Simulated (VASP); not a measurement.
# TaNbO: single point with PBE

The system is TaNbO.

```
CELL_PARAMETERS angstrom
-2.37324 2.37324 2.05043
2.37324 -2.37324 2.05043
2.37324 2.37324 -2.05043
ATOMIC_POSITIONS crystal
Ta 0.75000 0.25000 0.50000
Nb 0.50000 0.50000 0.00000
O 0.25000 0.75000 0.50000
```

| Property | Result |
| --- | --- |
| Program | VASP 6.6.1 |
| Task | single point |
| Functional | PBE |
| Potentials or basis | VASP PAW PBE potentials, release 64 (Ta_pv, Nb_sv, O) |
| Cutoff | 520 eV |
| k mesh | 6 × 6 × 6 |
| Occupations | gaussian, width 0.1 eV |
| Spin | no spin polarisation |

```
Pressure               : 12.9 GPa
Band gap on the k mesh : zero (band 15 reaches 8.63 eV, above the bottom of band 16 at 6.92 eV)
```

Stress tensor (GPa, compression positive):
```
23.67  0.00  0.00
 0.00 23.67  0.00
 0.00  0.00 -8.65
```

Levels at points of the mesh, in eV from the Fermi level:
```csv
k point,band 11,band 12,band 13,band 14,band 15,band 16,band 17,band 18,band 19,band 20
"(0.00, 0.00, 0.00)",-4.94,-4.65,-3.79,-1.45,-0.12,-0.12,0.31,1.07,1.07,5.01
"(0.50, 0.00, 0.00)",-6.30,-2.25,-1.62,-1.19,0.46,0.74,1.12,2.20,2.21,3.52
"(0.50, 0.50, 0.00)",-4.74,-3.08,-2.26,-1.24,-0.95,-0.85,0.74,1.52,4.13,5.04
"(0.50, 0.50, 0.50)",-5.26,-2.40,-1.31,0.54,0.86,0.86,1.01,1.67,1.79,1.79
```

Wall time 34 s on 1 thread of Intel Xeon 6975P-C (shared host), peak memory 0.19 GiB.

Caveat: spin-orbit coupling is left out, which moves the levels of the heavy elements.
